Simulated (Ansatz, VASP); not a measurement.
InSb: VASP beside Ansatz

```
In Sb
1.0
     2.97546    0.00000    0.00000
     0.00000    3.03619    0.00000
     0.00000    0.00000    6.21828
In Sb
1 1
Direct
  0.00000 0.00000 0.00000
  0.00000 0.00000 0.50000
```

Change from the starting cell: normal strain along x -0.0200, normal strain along z +0.0200.

Alike in both runs: task single point; functional PBEsol; k mesh 14 × 14 × 8; occupations gaussian, width 0.15 eV; no spin polarisation.

```csv
,VASP,Ansatz
version,VASP 6.6.1,Ansatz 0.2.0
potentials or method,"VASP PAW PBE potentials, release 64 (In_d, Sb), cutoff 500 eV","scalar-relativistic, plane waves, PAW"
valence electrons in the cell,18,28
```

|  | VASP | Ansatz | Ansatz less VASP |
| --- | --- | --- | --- |
| gap on the k mesh at the Fermi level (eV) | none | none | - |
| pressure (GPa) | 0.3 | 0.2 | -0.05 |
| traceless stress, the component that is largest in VASP (GPa) | -1.99 | -1.96 | +0.031 |

VASP's potentials were made for PBE, not for PBEsol, and Ansatz warns of the same on its side. A gap of «none» marks a metal or a gap that the smearing closes. With one functional, cell and mesh, what is left measures potentials, basis and numerics. VASP's potentials hold 18 valence electrons a cell and Ansatz's 28, so a difference there can come from the potentials and not from the codes.

Spin-orbit coupling is off throughout.
